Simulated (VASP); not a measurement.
# BiTe (I4mm) in VASP: further runs, part 2 of 2

VASP 6.6.1.

### 3 Single point, PBEsol+D3(BJ)

INCAR

```
SYSTEM = BiTe
  PREC = Accurate
  ENCUT = 520
  EDIFF = 1E-6
  ISMEAR = -1
  SIGMA = 0.1
  LREAL = .False.
  LASPH = .True.
  NELM = 100
  ALGO = Normal
  ISIF = 2
  LWAVE = .False.
  LCHARG = .False.
  GGA = PS
  IVDW = 12
  NBANDS = 18
```

KPOINTS

```
Automatic mesh
0
Gamma
  9 9 9
  0 0 0
```

POSCAR

```
BiTe
1.0
    0.0000000000      3.2350000000      3.2350000000
    3.2350000000      0.0000000000      3.2350000000
    3.2350000000      3.2350000000      0.0000000000
Bi Te
1 1
Direct
    0.0000000000      0.0000000000      0.0000000000
    0.5309119011      0.5309119011      0.4690880989
```

Potentials or basis: VASP PAW PBE potentials, release 64 (Bi_d, Te).

Started as:

```bash
$ cat potpaw_PBE.64/Bi_d/POTCAR potpaw_PBE.64/Te/POTCAR > POTCAR
$ mpirun -np 1 vasp_std > vasp.out
```

OUTCAR:

```text
SYSTEM = BiTe
   PREC = Accurate
   ENCUT = 520
   EDIFF = 1E-6
   ISMEAR = -1
   LREAL = .False.
   LASPH = .True.
   NELM = 100
   ISIF = 2
   GGA = PS
   IVDW = 12
 IVDW          = 12

 ion  position               nearest neighbor table
   1  0.000  0.000  0.000-   2 3.03   2 3.24   2 3.24   2 3.24   2 3.24   2 3.44
   2  0.531  0.531  0.469-   1 3.03   1 3.24   1 3.24   1 3.24   1 3.24   1 3.44

  LATTYP: Found a face centered cubic cell.
 ALAT       =     6.4700000000

  Lattice vectors:

 A1 = (   0.0000000000,   3.2350000000,   3.2350000000)
 A2 = (   3.2350000000,   0.0000000000,   3.2350000000)
 A3 = (   3.2350000000,   3.2350000000,   0.0000000000)

Analysis of symmetry for initial positions (statically):
=====================================================================
 Subroutine PRICEL returns:
 Original cell was already a primitive cell.

 Routine SETGRP: Setting up the symmetry group for a
 face centered cubic supercell.

 Subroutine GETGRP returns: Found  8 space group operations
 (whereof  8 operations were pure point group operations)
 out of a pool of 48 trial point group operations.

The static configuration has the point symmetry C_4v.

Analysis of symmetry for dynamics (positions and initial velocities):
=====================================================================
 Subroutine PRICEL returns:
 Original cell was already a primitive cell.

 Routine SETGRP: Setting up the symmetry group for a
 face centered cubic supercell.

 Subroutine GETGRP returns: Found  8 space group operations
 (whereof  8 operations were pure point group operations)
 out of a pool of 48 trial point group operations.

The dynamic configuration has the point symmetry C_4v.

 Subroutine INISYM returns: Found  8 space group operations
 (whereof  8 operations are pure point group operations),
 and found     1 'primitive' translations

----------------------------------------------------------------------------------------

                                     Primitive cell

  volume of cell :      67.7100

  direct lattice vectors                    reciprocal lattice vectors
     0.000000000  3.235000000  3.235000000    -0.154559505  0.154559505  0.154559505
     3.235000000  0.000000000  3.235000000     0.154559505 -0.154559505  0.154559505
     3.235000000  3.235000000  0.000000000     0.154559505  0.154559505 -0.154559505

  length of vectors
     4.574980874  4.574980874  4.574980874     0.267704916  0.267704916  0.267704916

  position of ions in fractional coordinates (direct lattice)
     0.000000000  0.000000000  0.000000000
     0.530911901  0.530911901  0.469088099

  ion indices of the primitive-cell ions
   primitive index   ion index
                 1           1
                 2           2

----------------------------------------------------------------------------------------

 KPOINTS: Automatic mesh

Automatic generation of k-mesh.
 Grid dimensions read from file:
 generate k-points for:    9    9    9

 Generating k-lattice:

  Cartesian coordinates                     Fractional coordinates (reciprocal lattice)
    -0.017173278  0.017173278  0.017173278     0.111111111  0.000000000  0.000000000
     0.017173278 -0.017173278  0.017173278     0.000000000  0.111111111  0.000000000
     0.017173278  0.017173278 -0.017173278     0.000000000  0.000000000  0.111111111

  Length of vectors
     0.029744991  0.029744991  0.029744991

  Shift w.r.t. Gamma in fractional coordinates (k-lattice)
     0.000000000  0.000000000  0.000000000

 Subroutine IBZKPT returns following result:
 ===========================================

 Found     75 irreducible k-points:

 Following reciprocal coordinates:
            Coordinates               Weight
  0.000000  0.000000  0.000000      1.000000
  0.111111  0.000000  0.000000      8.000000
  0.222222  0.000000  0.000000      8.000000
  0.333333  0.000000  0.000000      8.000000
  0.444444  0.000000  0.000000      8.000000
  0.111111  0.111111  0.000000      2.000000
[... 16 lines left out ...]
  0.000000  0.222222  0.222222      4.000000
  0.333333  0.222222  0.000000      8.000000
 [... further k-points ...]
   k-points           NKPTS =     75   k-points in BZ     NKDIM =     75   number of bands    NBANDS=     18
   number of dos      NEDOS =    301   number of ions     NIONS =      2
   total plane-waves  NPLWV =  46656
   dimension x,y,z NGX =    36 NGY =   36 NGZ =   36
   dimension x,y,z NGXF=    72 NGYF=   72 NGZF=   72
   ions per type =               1   1
   NGX,Y,Z   is equivalent  to a cutoff of  13.08, 13.08, 13.08 a.u.
   NGXF,Y,Z  is equivalent  to a cutoff of  26.16, 26.16, 26.16 a.u.
 SYSTEM =  BiTe
   PREC   = accura    normal or accurate (medium, high low for compatibility)
   ISTART =      0    job   : 0-new  1-cont  2-samecut
   ICHARG =      2    charge: 1-file 2-atom 10-const
   ISPIN  =      1    spin polarized calculation?
   LNONCOLLINEAR =      F non collinear calculations
   LSORBIT =      F    spin-orbit coupling
   LASPH  =      T    aspherical Exc in radial PAW
   ENCUT  =  520.0 eV  38.22 Ry    6.18 a.u.   8.51  8.51  8.51*2*pi/ulx,y,z
   NELM   =    100;   NELMIN=  2; NELMDL= -5     # of ELM steps
   EDIFF  = 0.1E-05   stopping-criterion for ELM
   LREAL  =      F    real-space projection
   EDIFFG = 0.1E-04   stopping-criterion for IOM
   NSW    =      0    number of steps for IOM
   IBRION =     -1    ionic relax: 0-MD 1-quasi-New 2-CG
   NFREE  =      0    steps in history (QN), initial steepest desc. (CG)
   ISIF   =      2    stress and relaxation
   ISYM   =      2    0-nonsym 1-usesym 2-fastsym
   POTIM  = 0.5000    time-step for ionic-motion
   TEBEG  =    0.0;   TEEND  =   0.0 temperature during run
   PSTRESS=    0.0 pullay stress
   NELECT =      21.0000    total number of electrons
   NUPDOWN=      -1.0000    fix difference up-down
   EMIN   =  10.00;   EMAX   =-10.00  energy-range for DOS
   EFERMI =   0.00;   METHOD = LEGACY
   ISMEAR =    -1;   SIGMA  =   0.10  broadening in eV -4-tet -1-fermi 0-gaus
   EFERMI_NEDOS =   21; number of points for ismear=-14 and -15
   IALGO  =     38    algorithm
   IMIX   =      4    mixing-type and parameters
     AMIX     =   0.40;   BMIX     =  1.00
     AMIX_MAG =   1.60;   BMIX_MAG =  1.00
  volume/ion in A,a.u.               =      33.86       228.46
  Fermi-wavevector in a.u.,A,eV,Ry     =   1.108146  2.094092 16.707785  1.227988
  Thomas-Fermi vector in A             =   2.244669
   LORBIT       =      0    0 simple, 1 ext, 2 COOP (PROOUT), +10 PAW based schemes
   GGA     = PS    functional components
   LHFCALC =     F    Hartree Fock is set to
   AEXX    =    0.0000 exact exchange contribution
   IVDW    =    12    specifies the selected vdW correction
   LEPSILON=     F    determine dielectric tensor
   LRPA    =     F    only Hartree local field effects (RPA)
 non-spin polarized calculation
  energy-cutoff  :      520.00
  volume of cell :       67.71
 maximum number of plane-waves:      1853
 NGX is ok and might be reduce to    36
   NGX = 17   NGY = 17   NGZ = 17

 number of electron      21.0000000 magnetization

 Free energy of the ion-electron system (eV)
  ---------------------------------------------------
  ext. energy  EPLUGINS =         0.00000000
  ---------------------------------------------------
  free energy    TOTEN  =        -7.94401470 eV

  energy without entropy =       -7.88792415  energy(sigma->0) =       -7.91596943

 E-fermi :   6.5300     XC(G=0):  -9.5871

 val. band max:        6.5239723198   @ k =   0.3333   0.0000   0.0000
 cond. band min:       6.5361638344   @ k =   0.4444   0.1111   0.0000
 fundamental gap:      0.0121915146
 Fermi energy:         6.5299846128

 k-point     1 :       0.0000    0.0000    0.0000
  band No.  band energies     occupation
      1     -16.5796      2.00000
      2     -16.5649      2.00000
      3     -16.5649      2.00000
      4     -16.5528      2.00000
      5     -16.5485      2.00000
      6      -7.0860      2.00000
[... 10 lines left out ...]
     17      12.4426      0.00000
     18      12.9013      0.00000
[... 463 lines left out ...]
 k-point    24 :       0.3333    0.2222    0.0000
  band No.  band energies     occupation
      1     -16.5875      2.00000
      2     -16.5590      2.00000
      3     -16.5590      2.00000
      4     -16.5503      2.00000
      5     -16.5499      2.00000
      6      -6.1480      2.00000
[... 10 lines left out ...]
     17      14.4229      0.00000
     18      14.6418      0.00000

 [... further k-points ...]

------------------------ aborting loop because EDIFF is reached ----------------------------------------

 Edisp (eV)   -0.89006

 E8    (eV) :    -0.6217

  FORCE on cell =-STRESS in cart. coord.  units (eV):
  Direction    XX          YY          ZZ          XY          YZ          ZX
  --------------------------------------------------------------------------------------
  -------------------------------------------------------------------------------------
  Total      -1.41870    -1.41870    -1.04470     0.00000    -0.00000     0.00000
  in kB     -33.56986   -33.56986   -24.72009     0.00000    -0.00000     0.00000
  external pressure =      -30.62 kB  Pullay stress =        0.00 kB

 VOLUME and BASIS-vectors are now :
 -----------------------------------------------------------------------------
  energy-cutoff  :      520.00
  volume of cell :       67.71
      direct lattice vectors                 reciprocal lattice vectors
     0.000000000  3.235000000  3.235000000    -0.154559505  0.154559505  0.154559505
     3.235000000  0.000000000  3.235000000     0.154559505 -0.154559505  0.154559505
     3.235000000  3.235000000  0.000000000     0.154559505  0.154559505 -0.154559505

 POSITION                                       TOTAL-FORCE (eV/Angst)
 -----------------------------------------------------------------------------------
      0.00000      0.00000      0.00000         0.000000      0.000000      0.508713
      3.23500      3.23500      3.43500         0.000000      0.000000     -0.508713
 -----------------------------------------------------------------------------------
    total drift:                               -0.000000     -0.000000      0.000026

  FREE ENERGIE OF THE ION-ELECTRON SYSTEM (eV)
  ---------------------------------------------------
  free  energy   TOTEN  =        -8.8340770388 eV

  energy  without entropy=       -8.7779864876  energy(sigma->0) =       -8.80603176
```

OSZICAR:

```text
N       E                     dE             d eps       ncg     rms          rms(c)
DAV:   1     0.157764669558E+03    0.15776E+03   -0.98203E+03  2700   0.112E+03
DAV:   2     0.406760243052E+01   -0.15370E+03   -0.14985E+03  2894   0.304E+02
DAV:   3    -0.763245626909E+01   -0.11700E+02   -0.11569E+02  3248   0.891E+01
DAV:   4    -0.795971227764E+01   -0.32726E+00   -0.32671E+00  3288   0.160E+01
DAV:   5    -0.797327731818E+01   -0.13565E-01   -0.13564E-01  3676   0.310E+00    0.678E+00
DAV:   6    -0.794424881880E+01    0.29028E-01   -0.81898E-02  3896   0.192E+00    0.420E+00
DAV:   7    -0.794454004968E+01   -0.29123E-03   -0.25125E-02  3162   0.919E-01    0.463E-01
DAV:   8    -0.794395938039E+01    0.58067E-03   -0.43860E-03  3474   0.471E-01    0.104E-01
DAV:   9    -0.794401478213E+01   -0.55402E-04   -0.40785E-04  3016   0.122E-01    0.344E-02
DAV:  10    -0.794401628419E+01   -0.15021E-05   -0.15208E-05  3734   0.216E-02    0.257E-02
DAV:  11    -0.794401510850E+01    0.11757E-05   -0.20359E-06  2584   0.858E-03    0.514E-03
DAV:  12    -0.794401470419E+01    0.40432E-06   -0.50491E-07  1556   0.646E-03
   1 F= -.88340770E+01 E0= -.88060318E+01  d E =-.560906E-01
```

stdout:

```text
POSCAR found type information on POSCAR BiTe
 POSCAR found :  2 types and       2 ions
 scaLAPACK will be used
 -----------------------------------------------------------------------------
|                                                                             |
|                                                                             |
|     You enforced a specific xc type in the INCAR file but a different       |
|     I HOPE YOU KNOW WHAT YOU ARE DOING!                                     |
|                                                                             |
 -----------------------------------------------------------------------------

 LDA part: xc-table for (Slater+PW92), standard interpolation
 POSCAR, INCAR and KPOINTS ok, starting setup
 FFT: planning ... GRIDC
 FFT: planning ... GRID_SOFT
 FFT: planning ... GRID
 WAVECAR not read
 entering main loop
```

Run time: 73 s. Hardware: 1 thread of Intel Xeon 6975P-C (Granite Rapids), shared host; peak memory 0.27 GiB.

Results:

```yaml
Free_energy: -8.8341 eV
Pressure: -3.1 GPa
Largest_force: 0.509 eV/Å
Dispersion_energy_per_atom: -0.445 eV
```

Forces in eV/Å, atoms in the order of the input:
```
Bi   0.000  0.000  0.509
Te   0.000  0.000 -0.509
```

Caveat: three body term missing; the PAW data sets were made with another functional, which shifts forces and pressure a little; spin-orbit coupling is left out, which moves the levels of the heavy elements; pairwise dispersion overbinds metals, which lowers pressure and volume.
